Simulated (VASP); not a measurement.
# InSb3 (Pm-3m) in VASP: a series of runs

The runs below take InSb3 through single point, with PBE.

All numbers are computed with VASP 6.6.1; they aren't measurements. Logs are shortened: lines on timing, memory, paths and dates and some standing lists are left out, and cuts for length are marked.

### 1 The cell of the first run

It takes space group Pm-3m (No. 221, cubic). The conventional cell has a = 4.727 Å, b = 4.727 Å, c = 4.727 Å, α = 90.00°, β = 90.00°, γ = 90.00°. Within 4.4 Å of In (site symmetry m-3m) lie 12 Sb at 3.34 Å. Within 4.4 Å of Sb (site symmetry 4/mmm) lie 4 In at 3.34 Å and 8 Sb at 3.34 Å.

### 2 Single point, PBE (26.40 Å³/atom)

INCAR reads:

```
PREC     = Accurate       # precision mode
ENCUT    = 520            # plane-wave cutoff, eV
EDIFF    = 1E-6           # SCF threshold, eV
ISMEAR   = 0              # smearing method
SIGMA    = 0.15           # smearing width, eV
LREAL    = False          # projectors in reciprocal space
LASPH    = True           # aspherical terms in the spheres
NELM     = 100            # most SCF steps
ALGO     = Normal         # electronic algorithm
ISIF     = 2              # what is computed and relaxed
LWAVE    = False          # write WAVECAR
LCHARG   = False          # write CHGCAR
GGA      = PE             # functional
NBANDS   = 22             # bands
```

KPOINTS reads:

```
Automatic mesh
0
Gamma
  10 10 10
```

POSCAR reads:

```
InSb3
1.0
    4.7267226812      0.0000000000      0.0000000000
    0.0000000000      4.7267226812      0.0000000000
    0.0000000000      0.0000000000      4.7267226812
In Sb
1 3
Direct
    0.0000000000      0.0000000000      0.0000000000
    0.5000000000      0.0000000000      0.5000000000
    0.0000000000      0.5000000000      0.5000000000
    0.5000000000      0.5000000000      0.0000000000
```

Potentials or basis: VASP PAW PBE potentials, release 64 (In_d, Sb).

Launch:

```
$ cat potpaw_PBE.64/In_d/POTCAR potpaw_PBE.64/Sb/POTCAR > POTCAR
$ mpirun -np 1 vasp_std > vasp.out
```

OUTCAR:

```text
PREC = Accurate
   ENCUT = 520
   EDIFF = 1E-6
   ISMEAR = 0
   LREAL = False
   LASPH = True
   NELM = 100
   ISIF = 2
   GGA = PE

 ion  position               nearest neighbor table
   1  0.000  0.000  0.000-   2 3.34   3 3.34   4 3.34   2 3.34   3 3.34   3 3.34   4 3.34   3 3.34
                             2 3.34   4 3.34   2 3.34   4 3.34
   2  0.500  0.000  0.500-   1 3.34   3 3.34   4 3.34   1 3.34   4 3.34   3 3.34   4 3.34   4 3.34
                             1 3.34   3 3.34   1 3.34   3 3.34
   3  0.000  0.500  0.500-   1 3.34   2 3.34   4 3.34   1 3.34   4 3.34   1 3.34   2 3.34   1 3.34
                             2 3.34   4 3.34   4 3.34   2 3.34
   4  0.500  0.500  0.000-   1 3.34   2 3.34   3 3.34   2 3.34   3 3.34   1 3.34   2 3.34   2 3.34
                             1 3.34   3 3.34   3 3.34   1 3.34

  LATTYP: Found a simple cubic cell.
 ALAT       =     4.7267226812

  Lattice vectors:

 A1 = (   4.7267226812,   0.0000000000,   0.0000000000)
 A2 = (   0.0000000000,   4.7267226812,   0.0000000000)
 A3 = (   0.0000000000,   0.0000000000,   4.7267226812)

Analysis of symmetry for initial positions (statically):
=====================================================================
 Subroutine PRICEL returns:
 Original cell was already a primitive cell.

 Routine SETGRP: Setting up the symmetry group for a
 simple cubic supercell.

 Subroutine GETGRP returns: Found 48 space group operations
 (whereof 48 operations were pure point group operations)
 out of a pool of 48 trial point group operations.

The static configuration has the point symmetry O_h .

Analysis of symmetry for dynamics (positions and initial velocities):
=====================================================================
 Subroutine PRICEL returns:
 Original cell was already a primitive cell.

 Routine SETGRP: Setting up the symmetry group for a
 simple cubic supercell.

 Subroutine GETGRP returns: Found 48 space group operations
 (whereof 48 operations were pure point group operations)
 out of a pool of 48 trial point group operations.

The dynamic configuration has the point symmetry O_h .

 Subroutine INISYM returns: Found 48 space group operations
 (whereof 48 operations are pure point group operations),
 and found     1 'primitive' translations

----------------------------------------------------------------------------------------

                                     Primitive cell

  volume of cell :     105.6040

  direct lattice vectors                    reciprocal lattice vectors
     4.726722681  0.000000000  0.000000000     0.211563078  0.000000000  0.000000000
     0.000000000  4.726722681  0.000000000     0.000000000  0.211563078  0.000000000
     0.000000000  0.000000000  4.726722681     0.000000000  0.000000000  0.211563078

  length of vectors
     4.726722681  4.726722681  4.726722681     0.211563078  0.211563078  0.211563078

  position of ions in fractional coordinates (direct lattice)
     0.000000000  0.000000000  0.000000000
     0.500000000  0.000000000  0.500000000
     0.000000000  0.500000000  0.500000000
     0.500000000  0.500000000  0.000000000

  ion indices of the primitive-cell ions
   primitive index   ion index
                 1           1
                 2           2
                 3           3
                 4           4

----------------------------------------------------------------------------------------

 KPOINTS: Automatic mesh

Automatic generation of k-mesh.
 Grid dimensions read from file:
 generate k-points for:   10   10   10

 Generating k-lattice:

  Cartesian coordinates                     Fractional coordinates (reciprocal lattice)
     0.021156308  0.000000000  0.000000000     0.100000000  0.000000000  0.000000000
     0.000000000  0.021156308  0.000000000     0.000000000  0.100000000  0.000000000
     0.000000000  0.000000000  0.021156308     0.000000000  0.000000000  0.100000000

  Length of vectors
     0.021156308  0.021156308  0.021156308

  Shift w.r.t. Gamma in fractional coordinates (k-lattice)
     0.000000000  0.000000000  0.000000000

 Subroutine IBZKPT returns following result:
 ===========================================

 Found     56 irreducible k-points:

 Following reciprocal coordinates:
            Coordinates               Weight
  0.000000  0.000000  0.000000      1.000000
  0.100000  0.000000  0.000000      6.000000
  0.200000  0.000000  0.000000      6.000000
  0.300000  0.000000  0.000000      6.000000
  0.400000  0.000000  0.000000      6.000000
  0.500000  0.000000  0.000000      3.000000
[... 16 lines left out ...]
  0.200000  0.100000  0.100000     24.000000
  0.300000  0.100000  0.100000     24.000000
 [... further k-points ...]
   k-points           NKPTS =     56   k-points in BZ     NKDIM =     56   number of bands    NBANDS=     22
   number of dos      NEDOS =    301   number of ions     NIONS =      4
   total plane-waves  NPLWV =  46656
   dimension x,y,z NGX =    36 NGY =   36 NGZ =   36
   dimension x,y,z NGXF=    72 NGYF=   72 NGZF=   72
   ions per type =               1   3
   NGX,Y,Z   is equivalent  to a cutoff of  12.66, 12.66, 12.66 a.u.
   NGXF,Y,Z  is equivalent  to a cutoff of  25.32, 25.32, 25.32 a.u.
 SYSTEM =  unknown system
   PREC   = accura    normal or accurate (medium, high low for compatibility)
   ISTART =      0    job   : 0-new  1-cont  2-samecut
   ICHARG =      2    charge: 1-file 2-atom 10-const
   ISPIN  =      1    spin polarized calculation?
   LNONCOLLINEAR =      F non collinear calculations
   LSORBIT =      F    spin-orbit coupling
   LASPH  =      T    aspherical Exc in radial PAW
   ENCUT  =  520.0 eV  38.22 Ry    6.18 a.u.   8.79  8.79  8.79*2*pi/ulx,y,z
   NELM   =    100;   NELMIN=  2; NELMDL= -5     # of ELM steps
   EDIFF  = 0.1E-05   stopping-criterion for ELM
   LREAL  =      F    real-space projection
   EDIFFG = 0.1E-04   stopping-criterion for IOM
   NSW    =      0    number of steps for IOM
   IBRION =     -1    ionic relax: 0-MD 1-quasi-New 2-CG
   NFREE  =      0    steps in history (QN), initial steepest desc. (CG)
   ISIF   =      2    stress and relaxation
   ISYM   =      2    0-nonsym 1-usesym 2-fastsym
   POTIM  = 0.5000    time-step for ionic-motion
   TEBEG  =    0.0;   TEEND  =   0.0 temperature during run
   PSTRESS=    0.0 pullay stress
   NELECT =      28.0000    total number of electrons
   NUPDOWN=      -1.0000    fix difference up-down
   EMIN   =  10.00;   EMAX   =-10.00  energy-range for DOS
   EFERMI =   0.00;   METHOD = LEGACY
   ISMEAR =     0;   SIGMA  =   0.15  broadening in eV -4-tet -1-fermi 0-gaus
   EFERMI_NEDOS =   21; number of points for ismear=-14 and -15
   IALGO  =     38    algorithm
   IMIX   =      4    mixing-type and parameters
     AMIX     =   0.40;   BMIX     =  1.00
     AMIX_MAG =   1.60;   BMIX_MAG =  1.00
  volume/ion in A,a.u.               =      26.40       178.16
  Fermi-wavevector in a.u.,A,eV,Ry     =   1.051721  1.987465 15.049648  1.106118
  Thomas-Fermi vector in A             =   2.186776
   LORBIT       =      0    0 simple, 1 ext, 2 COOP (PROOUT), +10 PAW based schemes
   GGA     = PE    functional components
   LHFCALC =     F    Hartree Fock is set to
   AEXX    =    0.0000 exact exchange contribution
   IVDW    =     0    specifies the selected vdW correction
   LEPSILON=     F    determine dielectric tensor
   LRPA    =     F    only Hartree local field effects (RPA)
 non-spin polarized calculation
 Gauss-broadening in eV      SIGMA  =   0.15
  energy-cutoff  :      520.00
  volume of cell :      105.60
 maximum number of plane-waves:      2897
 NGX is ok and might be reduce to    36
   NGX = 17   NGY = 17   NGZ = 17

 number of electron      28.0000015 magnetization

 Free energy of the ion-electron system (eV)
  ---------------------------------------------------
  ext. energy  EPLUGINS =         0.00000000
  ---------------------------------------------------
  free energy    TOTEN  =       -14.20832363 eV

  energy without entropy =      -14.19051173  energy(sigma->0) =      -14.19941768

 E-fermi :   8.4170     XC(G=0): -10.2857

 val. band max:        8.3987915762   @ k =   0.5000   0.2000   0.0000
 cond. band min:       8.5018230147   @ k =   0.4000   0.4000   0.2000
 fundamental gap:      0.1030314385
 Fermi energy:         8.4170174162

 k-point     1 :       0.0000    0.0000    0.0000
  band No.  band energies     occupation
      1      -6.1029      2.00000
      2      -6.1029      2.00000
      3      -6.0828      2.00000
      4      -6.0828      2.00000
      5      -6.0828      2.00000
      6      -4.0729      2.00000
[... 14 lines left out ...]
     21      13.5058      0.00000
     22      13.6453      0.00000

 k-point     2 :       0.1000    0.0000    0.0000
  band No.  band energies     occupation
      1      -6.1023      2.00000
      2      -6.1011      2.00000
      3      -6.0842      2.00000
      4      -6.0842      2.00000
      5      -6.0828      2.00000
      6      -4.0088      2.00000
[... 14 lines left out ...]
     21      13.6935      0.00000
     22      13.9507      0.00000

 k-point     3 :       0.2000    0.0000    0.0000
  band No.  band energies     occupation
      1      -6.1005      2.00000
      2      -6.0963      2.00000
      3      -6.0878      2.00000
      4      -6.0878      2.00000
      5      -6.0827      2.00000
      6      -3.8178      2.00000
[... 14 lines left out ...]
     21      14.3756      0.00000
     22      14.3769      0.00000

 k-point     4 :       0.3000    0.0000    0.0000
  band No.  band energies     occupation
      1      -6.0984      2.00000
      2      -6.0922      2.00000
      3      -6.0922      2.00000
      4      -6.0906      2.00000
      5      -6.0826      2.00000
      6      -3.5071      2.00000
[... 14 lines left out ...]
     21      13.5925      0.00000
     22      14.0658      0.00000

 k-point     5 :       0.4000    0.0000    0.0000
  band No.  band energies     occupation
      1      -6.0966      2.00000
      2      -6.0958      2.00000
      3      -6.0958      2.00000
      4      -6.0860      2.00000
      5      -6.0825      2.00000
      6      -3.1065      2.00000
[... 14 lines left out ...]
     21      12.9121      0.00000
     22      14.3484      0.00000

 k-point     6 :       0.5000    0.0000    0.0000
  band No.  band energies     occupation
      1      -6.0971      2.00000
      2      -6.0971      2.00000
      3      -6.0959      2.00000
      4      -6.0843      2.00000
      5      -6.0824      2.00000
      6      -2.8240      2.00000
[... 14 lines left out ...]
     21      12.6112      0.00000
     22      14.5223      0.00000

 k-point     7 :       0.1000    0.1000    0.0000
  band No.  band energies     occupation
      1      -6.1011      2.00000
      2      -6.0998      2.00000
      3      -6.0857      2.00000
      4      -6.0842      2.00000
      5      -6.0840      2.00000
      6      -3.9445      2.00000
[... 324 lines left out ...]
      6      -1.7978      2.00000
[... 14 lines left out ...]
     21      13.7135      0.00000
     22      15.9773      0.00000

 k-point    21 :       0.5000    0.5000    0.0000
  band No.  band energies     occupation
      1      -6.1303      2.00000
      2      -6.0956      2.00000
      3      -6.0956      2.00000
      4      -6.0861      2.00000
      5      -6.0651      2.00000
      6      -1.2739      2.00000
[... 14 lines left out ...]
     21      13.9360      0.00000
     22      15.9968      0.00000

 k-point    22 :       0.1000    0.1000    0.1000
  band No.  band energies     occupation
      1      -6.0992      2.00000
      2      -6.0992      2.00000
      3      -6.0861      2.00000
      4      -6.0855      2.00000
      5      -6.0855      2.00000
      6      -3.8802      2.00000
[... 14 lines left out ...]
     21      13.5935      0.00000
     22      13.7309      0.00000

 k-point    23 :       0.2000    0.1000    0.1000
  band No.  band energies     occupation
      1      -6.0976      2.00000
      2      -6.0944      2.00000
      3      -6.0901      2.00000
      4      -6.0892      2.00000
      5      -6.0854      2.00000
      6      -3.6888      2.00000
[... 14 lines left out ...]
     21      14.1364      0.00000
     22      14.2536      0.00000

 k-point    24 :       0.3000    0.1000    0.1000
  band No.  band energies     occupation
      1      -6.0962      2.00000
      2      -6.0954      2.00000
      3      -6.0933      2.00000
      4      -6.0884      2.00000
      5      -6.0851      2.00000
      6      -3.3778      2.00000
[... 14 lines left out ...]
     21      13.9576      0.00000
     22      14.4244      0.00000

 [... further k-points ...]

------------------------ aborting loop because EDIFF is reached ----------------------------------------

  FORCE on cell =-STRESS in cart. coord.  units (eV):
  Direction    XX          YY          ZZ          XY          YZ          ZX
  --------------------------------------------------------------------------------------
  -------------------------------------------------------------------------------------
  Total        2.0342479      2.0342479      2.0342479     -0.0000000     -0.0000000      0.0000000
  in kB       30.8627118     30.8627118     30.8627118     -0.0000000     -0.0000000      0.0000000
  external PRESSURE =      30.8627118 kB  Pullay stress =       0.0000000 kB

 VOLUME and BASIS-vectors are now :
 -----------------------------------------------------------------------------
  energy-cutoff  :      520.00
  volume of cell :      105.60
      direct lattice vectors                 reciprocal lattice vectors
     4.726722681  0.000000000  0.000000000     0.211563078  0.000000000  0.000000000
     0.000000000  4.726722681  0.000000000     0.000000000  0.211563078  0.000000000
     0.000000000  0.000000000  4.726722681     0.000000000  0.000000000  0.211563078

 POSITION                                       TOTAL-FORCE (eV/Angst)
 -----------------------------------------------------------------------------------
      0.00000      0.00000      0.00000         0.000000      0.000000      0.000000
      2.36336      0.00000      2.36336         0.000000      0.000000      0.000000
      0.00000      2.36336      2.36336         0.000000      0.000000      0.000000
      2.36336      2.36336      0.00000         0.000000      0.000000      0.000000
 -----------------------------------------------------------------------------------
    total drift:                                0.000000     -0.000000     -0.000000

  FREE ENERGIE OF THE ION-ELECTRON SYSTEM (eV)
  ---------------------------------------------------
  free  energy   TOTEN  =       -14.2083236296 eV

  energy  without entropy=      -14.1905117257  energy(sigma->0) =      -14.19941768
```

Wall time 45 s (1 thread of Intel Xeon 6975P-C (Granite Rapids), shared host); peak memory 0.28 GiB.

What came out:

- Free energy: -14.2083 eV
- Pressure: 3.1 GPa
- Band gap on the k mesh: zero (bands 14 and 15 overlap by 4.90 eV)

Caveat: the cell stands under pressure; spin-orbit coupling is left out, which moves the levels of the heavy elements.

(Part 1 of 2 ends here.)

The gap in the log of VASP goes by the Fermi energy; the results here count the filled bands.